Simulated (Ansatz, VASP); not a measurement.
**Mg3Sb2: VASP beside Ansatz**

```
Mg Sb
1.0
     4.58200    0.00000    0.00000
    -2.29100    3.96813    0.00000
     0.00000    0.00000    7.24400
Mg Sb
3 2
Direct
  0.33333 0.66667 0.63000
  0.66667 0.33333 0.37000
  0.00000 0.00000 0.00000
  0.33333 0.66667 0.23500
  0.66667 0.33333 0.76500
```

Alike in both runs: task electric field gradients; functional PBE; k mesh 7 × 7 × 4; occupations fermi-dirac, width 0.08 eV; no spin polarisation.

|  | VASP | Ansatz |
| --- | --- | --- |
| version | VASP 6.6.1 | Ansatz 0.2.0 |
| potentials or method | VASP PAW PBE potentials, release 64 (Mg, Sb) | PAW with Ansatz's default frozen-core files, scalar-relativistic |
| plane-wave cutoff (eV) | 520 | 420 |
| valence electrons in the cell | 16 | 60 |

|  | VASP | Ansatz | Ansatz less VASP |
| --- | --- | --- | --- |
| pressure (GPa) | 1.0 | 0.9 | -0.06 |
| traceless stress, the component that is largest in VASP (GPa) | 0.46 | 0.45 | -0.009 |
| rms of the force components (eV/Å) | 0.191 | 0.184 | -0.0067 |
| size of Vzz on the site where it differs most (V/Å²) | 23.8 | 22.2 | -1.60 |

Atom by atom the forces differ by 0.007 eV/Å (rms over components). With one functional, cell and mesh, what is left measures potentials, basis and numerics. VASP's potentials hold 16 valence electrons a cell and Ansatz's 60, so a difference there can come from the potentials and not from the codes.

Neither program's run includes spin-orbit coupling.
